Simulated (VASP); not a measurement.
Here is a VASP 6.6.1 calculation.

INCAR

```
SYSTEM = Ti
ALGO = Normal ; EDIFF = 1E-6
EDIFFG = -0.01 ; ENCUT = 600
GGA = PS ; IBRION = 2
ISIF = 3 ; ISMEAR = -1
IVDW = 13 ; LASPH = .True.
LCHARG = .False. ; LREAL = .False.
LWAVE = .False. ; NELM = 80
NSW = 60 ; PREC = Accurate
SIGMA = 0.05
```

File KPOINTS:

```
k-points
0
Gamma
  10 10 6
  0 0 0
```

The input POSCAR:

```
Ti
1.0
    2.9500000000      0.0000000000      0.0000000000
   -1.4750000000      2.5547749412      0.0000000000
    0.0000000000      0.0000000000      4.6800000000
Ti
2
Direct
    0.6666666667      0.3333333333      0.7500000000
    0.3333333333      0.6666666667      0.2500000000
```

Potentials or basis: VASP PAW PBE potentials, release 64 (Ti_sv).

Run with:

```sh
$ cat potpaw_PBE.64/Ti_sv/POTCAR > POTCAR
$ mpirun -np 1 vasp_std > vasp.out
```

Task: What does it give for the relaxed cell?

Result: a = 2.893 Å, b = 2.893 Å, c = 4.560 Å, α = 90.00°, β = 90.00°, γ = 120.00°.

Task: What does it give for the space group after relaxing (to 0.05 Å)?

Result: P6_3/mmc (No. 194).

Task: What does it give for the dispersion energy per atom?

Result: -0.123 eV.

Step by step:
```csv
step,energy change (eV),largest force (eV/Å),pressure (GPa),volume (Å³)
1,0.0000,0.0000,-6.91,35.27
2,-0.0230,0.0000,6.04,31.53
3,-0.0506,0.0000,-0.01,33.05
4,-0.0506,0.0000,0.11,33.01
5,-0.0507,0.0000,0.14,33.01
6,-0.0507,0.0000,0.14,33.01
7,-0.0507,0.0000,-0.15,33.09
8,-0.0507,0.0000,-0.01,33.05
```

Caveat: the PAW data sets were made with another functional, which shifts forces and pressure a little; pairwise dispersion overbinds metals, which lowers pressure and volume.
